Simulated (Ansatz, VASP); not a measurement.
# One calculation of Ga, two programs

```
CELL_PARAMETERS angstrom
2.90611 0.00000 0.00000
-1.45305 2.51676 0.00000
0.00000 0.00000 9.71746
ATOMIC_POSITIONS crystal
Ga 0.00000 0.00000 0.00000
Ga 0.00000 0.00000 0.50000
Ga 0.33333 0.66667 0.75000
Ga 0.66667 0.33333 0.25000
```

Alike in both runs: functional r2SCAN; k mesh 6 × 6 × 2; occupations gaussian, width 0.1 eV; no spin polarisation.

Ansatz relaxed the structure, and its values are those at the end. VASP's run is a single point on that final structure, the one shown.

```csv
,VASP,Ansatz
version,VASP 6.6.1,Ansatz 0.2.0
potentials or method,"VASP PAW PBE potentials, release 64 (Ga_d), cutoff 520 eV","scalar-relativistic, plane waves, PAW"
valence electrons in the cell,52,52
```

```csv
,VASP,Ansatz,Ansatz less VASP
gap on the k mesh at the Fermi level (eV),none,none,-
pressure (GPa),-0.1,0.0,+0.04
```

VASP's potentials were made for PBE, not for r2SCAN. A gap of «none» marks a metal or a gap that the smearing closes. With one functional, cell and mesh, what is left measures potentials, basis and numerics.

The k mesh is coarse, so the values compare programs but aren't converged.
